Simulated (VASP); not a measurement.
# Al13Ni3 (P1) in VASP: further runs

Runs on Al13Ni3. Level: PBE. Tasks: single point.

Program: VASP 6.6.1. These are calculated values, not measurements. Logs are shortened: lines on timing, memory, paths and dates and some standing lists are left out, and cuts for length are marked.

## Step 1: The cell of the first run

The typed cell holds 16 atoms: a = 5.775 Å, b = 5.776 Å, c = 7.145 Å, α = 89.86°, β = 90.14°, γ = 88.30°.

## Step 2: Single point, PBE

INCAR

```
SYSTEM = Al13Ni3
PREC = Accurate
ENCUT = 520
EDIFF = 1E-6
ISMEAR = 0
SIGMA = 0.1
LREAL = Auto
LASPH = .TRUE.
NELM = 100
ALGO = Normal
ISIF = 2
LWAVE = .FALSE.
LCHARG = .FALSE.
GGA = PE
NBANDS = 48
```

KPOINTS

```
regular mesh
0
G
  4 5 5
  0 0 0
```

POSCAR

```
Al13Ni3
1.0
    5.7746730000      0.0855760000     -0.0081300000
    0.0855760000      5.7753790000      0.0080760000
   -0.0081300000      0.0080760000      7.1445990000
Al Ni
13 3
Direct
    0.0048008409      0.0119260776      0.9727452867
    0.4924517649      0.0084387474      0.9618852998
    0.0119991475      0.4889982229      0.9894884063
    0.0037913855      0.0131728027      0.5281047261
    0.2674128819      0.2329089878      0.2502062670
    0.4887749678      0.4956183923      0.9732502734
    0.4913412660      0.0095293630      0.5392532576
    0.7548929293      0.2386954623      0.2503161237
    0.0111930041      0.4898024599      0.5113452051
    0.2620960161      0.7462374052      0.2502620541
    0.4874719256      0.4966837672      0.5276174694
    0.7538277810      0.7471562941      0.2503265478
    0.7633513037      0.7367084546      0.7502031114
    0.2377262003      0.2630925770      0.7506877474
    0.7451670867      0.2808816357      0.7504263730
    0.2208069334      0.7559021618      0.7504373407
```

Potentials or basis: VASP PAW PBE potentials, release 64 (Al, Ni).

Command:

```console
$ cat potpaw_PBE.64/Al/POTCAR potpaw_PBE.64/Ni/POTCAR > POTCAR
$ mpirun -np 1 vasp_std > vasp.out
```

OUTCAR:

```text
SYSTEM = Al13Ni3
   PREC = Accurate
   ENCUT = 520
   EDIFF = 1E-6
   ISMEAR = 0
   LREAL = Auto
   LASPH = .TRUE.
   NELM = 100
   ISIF = 2
   GGA = PE

 ion  position               nearest neighbor table
   1  0.005  0.012  0.973-  16 2.49  14 2.56  15 2.65  13 2.67   3 2.76   8 2.77   2 2.82   5 2.82
                            10 2.89  12 2.92   2 2.96   3 3.02   4 3.18
   2  0.492  0.008  0.962-  14 2.54  16 2.65  15 2.65  13 2.66   5 2.75   6 2.81   1 2.82  10 2.90
                             8 2.90  12 2.94   1 2.96   6 2.96   7 3.02
   3  0.012  0.489  0.989-  14 2.50  15 2.62  16 2.62  13 2.62   6 2.76   1 2.76   5 2.77  12 2.80
                            10 2.81   8 2.81   1 3.02   6 3.02
   4  0.004  0.013  0.528-  16 2.48  14 2.56  15 2.65  13 2.67   8 2.75   9 2.76   7 2.82   5 2.83
                            10 2.90  12 2.92   7 2.96   9 3.02   1 3.18
   5  0.267  0.233  0.250-   7 2.73   2 2.75   3 2.77   9 2.79  10 2.81   8 2.82   6 2.82   1 2.82
                            11 2.83   4 2.83   8 2.96  10 2.96
   6  0.489  0.496  0.973-  15 2.49  14 2.56  16 2.65  13 2.67   3 2.76  10 2.76   2 2.81   5 2.82
                             8 2.88  12 2.92   2 2.96   3 3.02  11 3.18
   7  0.491  0.010  0.539-  14 2.54  16 2.65  15 2.65  13 2.66   5 2.73  11 2.81   4 2.82  10 2.91
                             8 2.91  12 2.96   4 2.96  11 2.96   2 3.02
   8  0.755  0.239  0.250-   4 2.75   1 2.77   3 2.81   9 2.81   5 2.82  12 2.84   6 2.88  11 2.90
                             2 2.90   7 2.91  12 2.94   5 2.96
   9  0.011  0.490  0.511-  14 2.50  15 2.62  16 2.62  13 2.63  11 2.75   4 2.76  12 2.78   5 2.79
                             8 2.81  10 2.81   4 3.02  11 3.03
  10  0.262  0.746  0.250-  11 2.75   6 2.76   3 2.81   9 2.81   5 2.81  12 2.84   1 2.89   2 2.90
                             4 2.90   7 2.91  12 2.94   5 2.96
  11  0.487  0.497  0.528-  15 2.48  14 2.56  16 2.65  13 2.67  10 2.75   9 2.75   7 2.81   5 2.83
                             8 2.90  12 2.92   7 2.96   9 3.03   6 3.18
  12  0.754  0.747  0.250-   9 2.78   3 2.80   8 2.84  10 2.84   1 2.92   6 2.92   4 2.92  11 2.92
                            10 2.94   8 2.94   2 2.94   7 2.96
  13  0.763  0.737  0.750-   3 2.62   9 2.63  15 2.64  16 2.65   7 2.66   2 2.66  11 2.67   6 2.67
                             4 2.67   1 2.67  16 3.13  15 3.14
  14  0.238  0.263  0.751-   9 2.50   3 2.50   2 2.54   7 2.54   1 2.56   6 2.56   4 2.56  11 2.56
                            15 2.84  16 2.85  16 2.93  15 2.94
  15  0.745  0.281  0.750-  11 2.48   6 2.49   3 2.62   9 2.62  13 2.64   7 2.65   1 2.65   2 2.65
                             4 2.65  14 2.84  14 2.94  13 3.14
  16  0.221  0.756  0.750-   4 2.48   1 2.49   3 2.62   9 2.62   7 2.65   2 2.65  13 2.65   6 2.65
                            11 2.65  14 2.85  14 2.93  13 3.13

  LATTYP: Found a triclinic cell.
 ALAT       =     8.0461136885
 B/A-ratio  =     0.7178644052
 C/A-ratio  =     0.8879576485
 COS(alpha) =     0.0025115717
 COS(beta)  =     0.0036180528
 COS(gamma) =     0.6965980863

  Lattice vectors:

 A1 = (   5.6890970000,  -5.6898030000,  -0.0162060000)
 A2 = (  -0.0855760000,  -5.7753790000,  -0.0080760000)
 A3 = (   0.0081300000,  -0.0080760000,  -7.1445990000)

Analysis of symmetry for initial positions (statically):
=====================================================================
 Subroutine PRICEL returns:
 Original cell was already a primitive cell.

 Routine SETGRP: Setting up the symmetry group for a
 triclinic supercell.

 Subroutine GETGRP returns: Found  1 space group operations
 (whereof  1 operations were pure point group operations)
 out of a pool of  2 trial point group operations.

The static configuration has the point symmetry C_1 .

Analysis of symmetry for dynamics (positions and initial velocities):
=====================================================================
 Subroutine PRICEL returns:
 Original cell was already a primitive cell.

 Routine SETGRP: Setting up the symmetry group for a
 triclinic supercell.

 Subroutine GETGRP returns: Found  1 space group operations
 (whereof  1 operations were pure point group operations)
 out of a pool of  2 trial point group operations.

The dynamic configuration has the point symmetry C_1 .

 Subroutine INISYM returns: Found  1 space group operations
 (whereof  1 operations are pure point group operations),
 and found     1 'primitive' translations

----------------------------------------------------------------------------------------

                                     Primitive cell

  volume of cell :     238.2259

  direct lattice vectors                    reciprocal lattice vectors
     5.774673000  0.085576000 -0.008130000     0.173208298 -0.002566773  0.000199999
[... 51 lines left out ...]
 Generating k-lattice:

  Cartesian coordinates                     Fractional coordinates (reciprocal lattice)
     0.043302074 -0.000641693  0.000050000     0.250000000 -0.000000000  0.000000000
    -0.000513355  0.034637424 -0.000039737     0.000000000  0.200000000  0.000000000
     0.000040000 -0.000039737  0.027993264     0.000000000  0.000000000  0.200000000

  Length of vectors
     0.043306858  0.034641251  0.027993321

  Shift w.r.t. Gamma in fractional coordinates (k-lattice)
     0.000000000  0.000000000  0.000000000

 Subroutine IBZKPT returns following result:
 ===========================================

 Found     51 irreducible k-points:

 Following reciprocal coordinates:
            Coordinates               Weight
  0.000000  0.000000  0.000000      1.000000
  0.250000 -0.000000  0.000000      2.000000
  0.500000 -0.000000  0.000000      1.000000
  0.000000  0.200000  0.000000      2.000000
  0.250000  0.200000  0.000000      2.000000
  0.500000  0.200000 -0.000000      2.000000
[... 16 lines left out ...]
 -0.250000  0.400000  0.200000      2.000000
  0.000000 -0.400000  0.200000      2.000000
 [... further k-points ...]
   k-points           NKPTS =     51   k-points in BZ     NKDIM =     51   number of bands    NBANDS=     48
   number of dos      NEDOS =    301   number of ions     NIONS =     16
   total plane-waves  NPLWV = 124416
   dimension x,y,z NGX =    48 NGY =   48 NGZ =   54
   dimension x,y,z NGXF=    96 NGYF=   96 NGZF=  108
   ions per type =              13   3
   NGX,Y,Z   is equivalent  to a cutoff of  13.82, 13.82, 12.57 a.u.
   NGXF,Y,Z  is equivalent  to a cutoff of  27.63, 27.63, 25.13 a.u.
 SYSTEM =  Al13Ni3
   PREC   = accura    normal or accurate (medium, high low for compatibility)
   ISTART =      0    job   : 0-new  1-cont  2-samecut
   ICHARG =      2    charge: 1-file 2-atom 10-const
   ISPIN  =      1    spin polarized calculation?
   LNONCOLLINEAR =      F non collinear calculations
   LSORBIT =      F    spin-orbit coupling
   LASPH  =      T    aspherical Exc in radial PAW
   ENCUT  =  520.0 eV  38.22 Ry    6.18 a.u.  10.74 10.74 13.28*2*pi/ulx,y,z
   NELM   =    100;   NELMIN=  2; NELMDL= -5     # of ELM steps
   EDIFF  = 0.1E-05   stopping-criterion for ELM
   LREAL  =      T    real-space projection
   EDIFFG = 0.1E-04   stopping-criterion for IOM
   NSW    =      0    number of steps for IOM
[... 5 lines left out ...]
   TEBEG  =    0.0;   TEEND  =   0.0 temperature during run
   PSTRESS=    0.0 pullay stress
   NELECT =      69.0000    total number of electrons
   NUPDOWN=      -1.0000    fix difference up-down
   EMIN   =  10.00;   EMAX   =-10.00  energy-range for DOS
   EFERMI =   0.00;   METHOD = LEGACY
   ISMEAR =     0;   SIGMA  =   0.10  broadening in eV -4-tet -1-fermi 0-gaus
   EFERMI_NEDOS =   21; number of points for ismear=-14 and -15
   IALGO  =     38    algorithm
   IMIX   =      4    mixing-type and parameters
     AMIX     =   0.40;   BMIX     =  1.00
     AMIX_MAG =   1.60;   BMIX_MAG =  1.00
  volume/ion in A,a.u.               =      14.89       100.48
  Fermi-wavevector in a.u.,A,eV,Ry     =   1.083166  2.046886 15.963005  1.173248
  Thomas-Fermi vector in A             =   2.219225
   LORBIT       =      0    0 simple, 1 ext, 2 COOP (PROOUT), +10 PAW based schemes
   GGA     = PE    functional components
   LHFCALC =     F    Hartree Fock is set to
   AEXX    =    0.0000 exact exchange contribution
   IVDW    =     0    specifies the selected vdW correction
   LEPSILON=     F    determine dielectric tensor
   LRPA    =     F    only Hartree local field effects (RPA)
 non-spin polarized calculation
 Gauss-broadening in eV      SIGMA  =   0.10
  energy-cutoff  :      520.00
  volume of cell :      238.23
 maximum number of plane-waves:      6432
 NGX is ok and might be reduce to    48
   NGX = 21   NGY = 21   NGZ = 27

 number of electron      68.9999981 magnetization

 Free energy of the ion-electron system (eV)
  ---------------------------------------------------
  ext. energy  EPLUGINS =         0.00000000
  ---------------------------------------------------
  free energy    TOTEN  =       -67.76497800 eV

  energy without entropy =      -67.72930659  energy(sigma->0) =      -67.74714230

 E-fermi :   8.4759     XC(G=0): -10.7399

 val. band max:        8.4595883581   @ k =   0.0000   0.4000   0.4000
 cond. band min:       8.4808796113   @ k =   0.2500   0.2000   0.2000
 fundamental gap:      0.0212912532
 Fermi energy:         8.4759216916

 k-point     1 :       0.0000    0.0000    0.0000
  band No.  band energies     occupation
      1      -2.5869      2.00000
      2       0.1676      2.00000
      3       0.3312      2.00000
      4       1.6285      2.00000
      5       1.7461      2.00000
      6       1.7530      2.00000
[... 1165 lines left out ...]
     45      12.0874      0.00000
     46      12.3387      0.00000

 [... further k-points ...]

 [bands above 46 left out]

------------------------ aborting loop because EDIFF is reached ----------------------------------------

  FORCE on cell =-STRESS in cart. coord.  units (eV):
  Direction    XX          YY          ZZ          XY          YZ          ZX
  --------------------------------------------------------------------------------------
  -------------------------------------------------------------------------------------
  Total       -0.8441100     -5.0578446      7.8575930     -3.4581606     -0.1727697      0.0593145
  in kB       -5.6770229    -34.0163021     52.8458814    -23.2577003     -1.1619548      0.3989169
  external PRESSURE =       4.3841855 kB  Pullay stress =       0.0000000 kB

 VOLUME and BASIS-vectors are now :
 -----------------------------------------------------------------------------
  energy-cutoff  :      520.00
  volume of cell :      238.23
      direct lattice vectors                 reciprocal lattice vectors
     5.774673000  0.085576000 -0.008130000     0.173208298 -0.002566773  0.000199999
     0.085576000  5.775379000  0.008076000    -0.002566773  0.173187120 -0.000198685
    -0.008130000  0.008076000  7.144599000     0.000199999 -0.000198685  0.139966320

 POSITION                                       TOTAL-FORCE (eV/Angst)
 -----------------------------------------------------------------------------------
      0.02084      0.07714      6.94993        -0.061744      0.000698     -0.234346
      2.83665      0.09865      6.86835         0.051237     -0.029426     -0.271881
      0.10309      2.83317      7.07335        -0.053930      0.040843     -0.283031
      0.01873      0.08067      3.77317        -0.047747     -0.015980      0.238769
      1.56212      1.37004      1.78733        -0.054202      0.083020      0.003607
      2.85702      2.91207      6.95351         0.020091      0.046764     -0.240693
[... 8 lines left out ...]
      4.32103      1.69203      5.35771         0.144109     -0.106371     -0.000428
      1.33367      4.39058      5.36588         0.130569     -0.144595      0.002116
 -----------------------------------------------------------------------------------
    total drift:                               -0.006123      0.004372     -0.000553

  FREE ENERGIE OF THE ION-ELECTRON SYSTEM (eV)
  ---------------------------------------------------
  free  energy   TOTEN  =       -67.7649779998 eV

  energy  without entropy=      -67.7293065919  energy(sigma->0) =      -67.74714230
```

Wall time 17 min (1 thread of Intel Xeon Platinum 8488C (Sapphire Rapids), shared host); peak memory 0.54 GiB.

Results:

- Free energy: -67.7650 eV
- Pressure: 0.4 GPa
- Largest force: 0.291 eV/Å

Forces on the atoms (eV/Å):
```
Al  -0.062  0.001 -0.234
Al   0.051 -0.029 -0.272
Al  -0.054  0.041 -0.283
Al  -0.048 -0.016  0.239
Al  -0.054  0.083  0.004
Al   0.020  0.047 -0.241
Al   0.052 -0.030  0.266
Al  -0.142  0.053 -0.004
Al  -0.048  0.035  0.283
Al  -0.051  0.113 -0.004
Al   0.033  0.027  0.248
Al  -0.071  0.063 -0.002
Al  -0.007 -0.009  0.003
Ni   0.104 -0.127 -0.005
Ni   0.144 -0.106  0.000
Ni   0.131 -0.145  0.002
```

Stress tensor (GPa, compression positive):
```
-0.57 -2.33  0.04
-2.33 -3.40 -0.12
 0.04 -0.12  5.28
```

Levels at points of the mesh, in eV from the Fermi level:
```
           k point  band 33  band 34  band 35  band 36  band 37  band 38
(0.00, 0.00, 0.00)    -0.62    -0.53    -0.35    -0.18     0.29     0.49
(0.50, 0.00, 0.00)    -0.72    -0.63    -0.32     0.55     0.73     1.45
```

## Step 3: Single point, PBE, collinear spin, ferromagnetic start

INCAR

```
PREC = Accurate
ENCUT = 520
EDIFF = 1E-6
ISMEAR = 0
SIGMA = 0.1
LREAL = Auto
LASPH = True
NELM = 150
ALGO = Normal
ISIF = 2
LWAVE = False
LCHARG = False
ISPIN = 2
MAGMOM = 0 0 0 0 0 0 0 0 0 0 0 0 0 2 2 2
LORBIT = 11
LMAXMIX = 4
GGA = PE
NBANDS = 52
ISYM = 0
```

KPOINTS

```
Automatic mesh
0
Gamma
  2 2 2
  0.5 0.5 0.5
```

POSCAR

```
Al13Ni3
1.0
    5.7746734684      0.0855756301     -0.0081300410
    0.0855756301      5.7753786506      0.0080762346
   -0.0081300410      0.0080762346      7.1445993238
Al Ni
13 3
Direct
    0.0048008409      0.0119260776     -0.0272547133
    0.4924517649      0.0084387474      0.9618852998
    1.0119991475      0.4889982229      0.9894884063
    0.0037913855      0.0131728027      0.5281047261
    0.2674128819      0.2329089878      0.2502062670
    0.4887749678      0.4956183923     -0.0267497266
    0.4913412660      0.0095293630      0.5392532576
    0.7548929293      0.2386954623      0.2503161237
    0.0111930041      0.4898024599      0.5113452051
    0.2620960161      0.7462374052      0.2502620541
    0.4874719256      0.4966837672      0.5276174694
    0.7538277810      0.7471562941      0.2503265478
    0.7633513037      0.7367084546      0.7502031114
    0.2377262003      0.2630925770      0.7506877474
    0.7451670867      0.2808816357      0.7504263730
    0.2208069334      0.7559021618      0.7504373407
```

Potentials or basis: VASP PAW PBE potentials, release 64 (Al, Ni).

Command:

```console
$ cat potpaw_PBE.64/Al/POTCAR potpaw_PBE.64/Ni/POTCAR > POTCAR
$ mpirun -np 1 vasp_std > vasp.out
```

Run time: 2.7 min. Hardware: 1 thread of Intel Xeon Platinum 8488C (Sapphire Rapids), shared host; peak memory 0.44 GiB.

The run converged. Its results:

```
Free energy                                           : -68.5476 eV
Pressure                                              : -0.1 GPa
Largest force                                         : 0.007 eV/Å
Net moment                                            : 0.00 μB per cell
Valence electrons inside the program's atomic spheres : Al 0.78, 0.77, 0.79, 0.76, 0.82; Ni 9.38, 9.34
```

Forces on the atoms (eV/Å):
```
Al  -0.003  0.003  0.006
Al   0.005 -0.003  0.002
Al  -0.002  0.001 -0.001
Al  -0.003  0.003 -0.006
Al   0.002 -0.001  0.001
Al   0.000  0.004  0.003
Al   0.004 -0.003 -0.005
Al  -0.003 -0.004 -0.001
Al   0.000  0.001  0.001
Al   0.001 -0.002  0.000
Al  -0.002  0.003 -0.002
Al  -0.001 -0.001 -0.001
Al   0.000  0.007  0.000
Ni   0.004 -0.003  0.000
Ni  -0.001 -0.002  0.001
Ni  -0.002 -0.003  0.001
```

Stress tensor (GPa, compression positive):
```
-0.02  0.00  0.01
 0.00 -0.01 -0.01
 0.01 -0.01 -0.13
```

Levels at points of the mesh, in eV from the Fermi level:
Spin up:
| k point | band 31 | band 32 | band 33 | band 34 | band 35 | band 36 | band 37 | band 38 |
| --- | --- | --- | --- | --- | --- | --- | --- | --- |
| (0.25, 0.25, 0.25) | -0.93 | -0.74 | -0.67 | -0.16 | 0.15 | 0.33 | 0.78 | 1.35 |
Spin down:
```csv
k point,band 30,band 31,band 32,band 33,band 34,band 35,band 36,band 37,band 38,band 39
"(0.25, 0.25, 0.25)",-1.09,-0.93,-0.74,-0.67,-0.16,0.15,0.33,0.78,1.35,1.45
```

Caveat: the k points lie up to 0.54 Å⁻¹ apart; the starting moments collapsed, and a magnetic state may lie lower.
